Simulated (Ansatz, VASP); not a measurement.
# MgB2 in VASP and in Ansatz

```
Mg B
1.0
     3.04784    0.00000    0.00000
    -1.52392    2.63950    0.00000
     0.00000    0.00000    3.46853
Mg B
1 2
Direct
  0.00000 0.00000 0.00000
  0.66667 0.33333 0.50000
  0.33333 0.66667 0.50000
```

Alike in both runs: functional PBE; dispersion D3(BJ); k mesh 18 × 18 × 14; occupations gaussian, width 0.1 eV; no spin polarisation.

Ansatz relaxed the structure, and its values are those at the end. VASP's run is a single point on that final structure, the one shown.

|  | VASP | Ansatz |
| --- | --- | --- |
| version | VASP 6.6.1 | Ansatz 0.2.0 |
| potentials or method | VASP PAW PBE potentials, release 64 (Mg, B), cutoff 520 eV | scalar-relativistic, plane waves, PAW |
| valence electrons in the cell | 8 | 16 |

|  | VASP | Ansatz | Ansatz less VASP |
| --- | --- | --- | --- |
| gap on the k mesh at the Fermi level (eV) | none | none | - |
| pressure (GPa) | -0.3 | 0.0 | +0.24 |

A gap of «none» marks a metal or a gap that the smearing closes. VASP's potentials hold 8 valence electrons a cell and Ansatz's 16, so a difference there can come from the potentials and not from the codes. Ansatz's warnings: structure snapped to symmetry.
